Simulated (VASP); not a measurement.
Wanted: the native input for a VASP 6.6.1 run.

| Quantity | Value |
| --- | --- |
| Task | single point |
| Functional | PBE |
| Potentials or basis | VASP PAW PBE potentials, release 64 (Na_pv) |
| Cutoff | 520 eV |
| k mesh | 13 × 13 × 7 |
| Occupations | fermi-dirac, width 0.05 eV |
| Spin | no spin polarisation |
| Dipole correction | no |
| Further INCAR settings | ALGO = Normal; EDIFF = 1e-06; NBANDS = 14 |

The structure of Na lies in POSCAR:

```
Na
1.0
    3.8423410176      0.0000000000      0.0000000000
   -1.9211705088      3.3275649312      0.0000000000
    0.0000000000      0.0000000000      6.1540000000
Na
2
Direct
    0.3333333333      0.6666666667      0.2500000000
    0.6666666667      0.3333333333      0.7500000000
```

This cell differs from its parent crystal: equal xx and yy strain of +2 %.

One way to write it, as run:

INCAR

```
SYSTEM = Na
PREC = Accurate
ENCUT = 520
EDIFF = 1E-6
ISMEAR = -1
SIGMA = 0.05
LREAL = .False.
LASPH = .True.
NELM = 100
ALGO = Normal
ISIF = 2
LWAVE = .False.
LCHARG = .False.
GGA = PE
NBANDS = 14
```

KPOINTS

```
regular mesh
0
Gamma
  13 13 7
  0 0 0
```

Potentials or basis: VASP PAW PBE potentials, release 64 (Na_pv).

Launch:

```sh
$ cat potpaw_PBE.64/Na_pv/POTCAR > POTCAR
$ mpirun -np 1 vasp_std > vasp.out
```

Results of the run:

```yaml
Pressure: -0.4 GPa
Band_gap_on_the_k_mesh: zero (band 7 reaches 1.53 eV, above the bottom of band 8 at -1.67 eV)
```

Caveat: the cell differs from its parent crystal (equal xx and yy strain of +2 %).

Wall time 34 s on 1 thread of Intel(R) Xeon(R) 6975P-C (Granite Rapids) (shared host), peak memory 0.21 GiB.
